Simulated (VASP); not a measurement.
A run of VASP 6.6.1:

INCAR

```
  PREC = Accurate
  ENCUT = 520
  EDIFF = 1E-7
  ISMEAR = 0
  SIGMA = 0.1
  LREAL = False
  LASPH = True
  NELM = 80
  ALGO = Normal
  ISIF = 2
  LWAVE = False
  LCHARG = False
  GGA = PE
  NBANDS = 24
```

File KPOINTS:

```
regular mesh
0
Gamma
  6 6 4
```

POSCAR

```
Y2SiSe
1.0
    3.8576137900      0.0000000000      0.0000000000
   -1.9288069000      3.3407915400      0.0000000000
    0.0000000000      0.0000000000      7.0802003500
Y Si Se
2 1 1
Direct
    0.3333333300      0.6666666700      0.2479508100
    0.3333333300      0.6666666700      0.7520491900
    0.6666666700      0.3333333300      0.5000000000
    0.0000000000      0.0000000000      0.5000000000
```

Potentials or basis: VASP PAW PBE potentials, release 64 (Y_sv, Si, Se).

Run with:

```sh
$ cat potpaw_PBE.64/Y_sv/POTCAR potpaw_PBE.64/Si/POTCAR potpaw_PBE.64/Se/POTCAR > POTCAR
$ mpirun -np 1 vasp_std > vasp.out
```

Hardware: 1 thread of AMD EPYC 7R13 Processor (Zen 3), with other jobs on the host.

**Question.** How long does it take, and how much memory?

**Answer.** Run time: 71 s on 1 thread of AMD EPYC 7R13 Processor (Zen 3), on a shared host, peak memory 0.22 GiB. Counts: scf iterations 16, k points 21.
